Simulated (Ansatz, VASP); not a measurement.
# Two plane-wave programs on AlNi

```
Al Ni
1.0
     2.02133   -1.86975    0.00000
     2.02133    1.86975    0.00000
     0.00000    0.00000    2.86941
Al Ni
1 1
Direct
  0.00000 0.00000 0.00000
  0.50000 0.50000 0.50000
```

Change from the starting cell: strain -0.0750 x Voigt [0, 1, 0, 0, 0, 0], atoms carried along.

Alike in both runs: task single point; functional PBEsol; k mesh 20 × 20 × 20; occupations gaussian, width 0.15 eV; no spin polarisation.

```csv
,VASP,Ansatz
version,VASP 6.6.1,Ansatz 0.2.0
potentials or method,"VASP PAW PBE potentials, release 64 (Al, Ni), cutoff 520 eV","scalar-relativistic, plane waves, PAW"
valence electrons in the cell,13,21
```

|  | VASP | Ansatz | Ansatz less VASP |
| --- | --- | --- | --- |
| gap on the k mesh at the Fermi level (eV) | none | none | - |
| pressure (GPa) | 17.1 | 17.0 | -0.06 |
| traceless stress, the component that is largest in VASP (GPa) | 12.84 | 12.84 | +0.001 |

VASP's potentials were made for PBE, not for PBEsol. A gap of «none» marks a metal or a gap that the smearing closes. VASP's potentials hold 13 valence electrons a cell and Ansatz's 21, so a difference there can come from the potentials and not from the codes.
